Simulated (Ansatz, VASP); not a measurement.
SnO2: VASP beside Ansatz

The input INCAR:

```
PREC = Accurate
ENCUT = 600
EDIFF = 1E-6
ISMEAR = 0
SIGMA = 0.1
LREAL = F
LASPH = T
NELM = 80
ALGO = Normal
ISIF = 3
LWAVE = F
LCHARG = F
GGA = PE
IBRION = 2
NSW = 90
EDIFFG = -0.04
```

File KPOINTS:

```
Automatic mesh
0
Gamma
  4 4 4
```

File POSCAR:

```
SnO2
1.0
    0.0000000000      3.5744082300      3.5744082300
    3.5744082300      0.0000000000      3.5744082300
    3.5744082300      3.5744082300      0.0000000000
Sn O
2 4
Direct
    0.7500000000      0.7500000000      0.7500000000
    0.2500000000      0.2500000000      0.2500000000
    0.4048007900      0.4048007900      0.4048007900
    0.4048007900      0.4048007900      0.7855976400
    0.4048007900      0.7855976400      0.4048007900
    0.7855976400      0.4048007900      0.4048007900
```

Input for Ansatz:

```yaml
crystal:
  lattice:
    - [0.0, 3.57440823, 3.57440823]
    - [3.57440823, 0.0, 3.57440823]
    - [3.57440823, 3.57440823, 0.0]
  atoms:
    - { symbol: Sn, position: [0.75, 0.75, 0.75] }
    - { symbol: Sn, position: [0.25, 0.25, 0.25] }
    - { symbol: O, position: [0.40480079, 0.40480079, 0.40480079] }
    - { symbol: O, position: [0.40480079, 0.40480079, 0.78559764] }
    - { symbol: O, position: [0.40480079, 0.78559764, 0.40480079] }
    - { symbol: O, position: [0.78559764, 0.40480079, 0.40480079] }
basis:
  ecutwfc: 420
kpoints:
  mp_grid: { grid: [4, 4, 4] }
hamiltonian:
  xc: pbe
scf:
  occupations: { method: gaussian, width: 0.1 }
  lower_state_search: "off"
output:
  forces: true
  stress: true
  eigenvalues: true
relax:
  adjacent_minimum: "off"
  f_tol: 0.04
  max_steps: 70
  cell: { stress_tol: 0.4 }
```

Alike in both runs: task relaxation of cell and atoms; functional PBE; k mesh 4 × 4 × 4; occupations gaussian, width 0.1 eV; no spin polarisation.

|  | VASP | Ansatz |
| --- | --- | --- |
| version | VASP 6.6.1 | Ansatz 0.2.0 |
| potentials or method | VASP PAW PBE potentials, release 64 (Sn_d, O), cutoff 600 eV | scalar-relativistic, plane waves, PAW |
| valence electrons in the cell | 52 | 52 |

|  | VASP | Ansatz | Ansatz less VASP |
| --- | --- | --- | --- |
| gap on the k mesh at the Fermi level, each at its own relaxed structure (eV) | none | none | - |
| relaxed volume (Å³/atom) | 20.29 | 20.29 | +0.004 |
| relaxed cell length with the largest relative difference (Å) | 5.563 | 5.563 | +0.0004 |

A gap of «none» marks a metal or a gap that the smearing closes.

The k mesh is coarse, so the values compare programs but aren't converged. Noted on VASP's run: the volume moved by over 15 % at a fixed basis, so the end points are rough.
